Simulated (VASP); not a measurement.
The system is InP.

```xyz
2
Lattice="0.0000 2.7688 2.7688 2.7688 0.0000 2.7688 2.7688 2.7688 0.0000" Properties=species:S:1:pos:R:3 pbc="T T T"
In    0.0000    0.0000    0.0000
P     2.7688    2.7688    2.7688
```

* Program: VASP 6.6.1
* Task: relaxation of cell and atoms
* Functional: PBE
* Dispersion: D3(BJ)
* Potentials or basis: VASP PAW PBE potentials, release 64 (In_d, P)
* Cutoff: 600 eV
* k mesh: 8 × 8 × 8
* Occupations: fermi-dirac, width 0.05 eV
* Spin: no spin polarisation

At the start: pressure -3.0 GPa; volume 21.23 Å³/atom.

Question: How do energy, volume and symmetry change on relaxing?

Answer: Over 3 steps the energy falls by 7.9 meV/atom and the volume is 20.41 Å³/atom (-3.9 %); space group Fm-3m (No. 225, to 0.05 Å).

Step by step:
```
step  energy change (eV)  largest force (eV/Å)  pressure (GPa)  volume (Å³)
   1              0.0000                0.0000           -2.95        42.45
   2             -0.0124                0.0000            1.52        40.10
   3             -0.0157                0.0000            0.04        40.81
```

Final structure:
```yaml
crystal:
  lattice:
    - [0.00000, 2.73269, 2.73269]
    - [2.73269, 0.00000, 2.73269]
    - [2.73269, 2.73269, 0.00000]
  atoms:
    - { symbol: In, position: [0.00000, 0.00000, 0.00000] }
    - { symbol: P, position: [0.50000, 0.50000, 0.50000] }
```

Caveat: pairwise dispersion overbinds metals, which lowers pressure and volume.
